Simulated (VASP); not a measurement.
Here is a VASP 6.6.1 calculation.

Contents of INCAR:

```
PREC = Accurate
ENCUT = 520
EDIFF = 1E-7
ISMEAR = -1
SIGMA = 0.05
LREAL = F
LASPH = T
NELM = 100
ALGO = Normal
ISIF = 2
LWAVE = F
LCHARG = F
GGA = PS
IVDW = 13
NBANDS = 29
```

The input KPOINTS:

```
regular mesh
0
Gamma
  9 9 9
```

The input POSCAR:

```
Cd3Se
1.0
   -1.9711655851      1.9711655851      5.7204747568
    1.9711655851     -1.9711655851      5.7204747568
    1.9711655851      1.9711655851     -5.7204747568
Cd Se
3 1
Direct
    0.5000000000      0.5000000000      0.0000000000
    0.2500000000      0.7500000000      0.5000000000
    0.7500000000      0.2500000000      0.5000000000
    0.0000000000      0.0000000000      0.0000000000
```

Potentials or basis: VASP PAW PBE potentials, release 64 (Cd, Se).

Launch:

```console
$ cat potpaw_PBE.64/Cd/POTCAR potpaw_PBE.64/Se/POTCAR > POTCAR
$ mpirun -np 1 vasp_std > vasp.out
```

Task: Predict the band gap on the k mesh.

Result: Zero (bands 21 and 22 overlap by 1.64 eV).

Task: Estimate the pressure.

Result: 0.4 GPa.

Stress tensor (GPa, compression positive):
```
0.54 0.00 0.00
0.00 0.54 0.00
0.00 0.00 0.18
```

Caveat: the PAW data sets were made with another functional, which shifts forces and pressure a little.
